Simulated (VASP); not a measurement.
The system is Mg3Sb2.

```
CELL_PARAMETERS angstrom
4.56967 0.00000 0.00000
-2.28483 3.95745 0.00000
0.00000 0.00000 7.24000
ATOMIC_POSITIONS crystal
Mg 0.33333 0.66667 0.63366
Mg 0.66667 0.33333 0.36634
Mg 0.00000 0.00000 0.00000
Sb 0.33333 0.66667 0.22875
Sb 0.66667 0.33333 0.77125
```

Base run:

| Quantity | Value |
| --- | --- |
| Program | VASP 6.6.1 |
| Functional | r2SCAN |
| Potentials or basis | VASP PAW PBE potentials, release 64 (Mg, Sb) |
| Cutoff | 660 eV |
| k mesh | 6 × 6 × 4 |
| Occupations | gaussian, width 0.01 eV |
| Spin | no spin polarisation |

Its results: band gap on the k mesh 0.56 eV, indirect (least direct gap 1.75 eV); pressure 0.0 GPa; largest force 0.016 eV/Å.

Task: The run is repeated on the same cell with these changes: functional from r2SCAN to PBE; cutoff from 660 eV to 600 eV. What comes out?

Result: Band gap on the k mesh 0.24 eV, indirect (least direct gap 1.11 eV); pressure 0.9 GPa; largest force 0.177 eV/Å.

r2SCAN gives the wider gap, since meta-GGAs in the generalised Kohn-Sham scheme recover part of the derivative discontinuity.

Caveats: spin-orbit coupling is left out, which moves the levels of the heavy elements; the PAW data sets were made with another functional, which shifts forces and pressure a little (some runs).

A k mesh can miss the band edges.
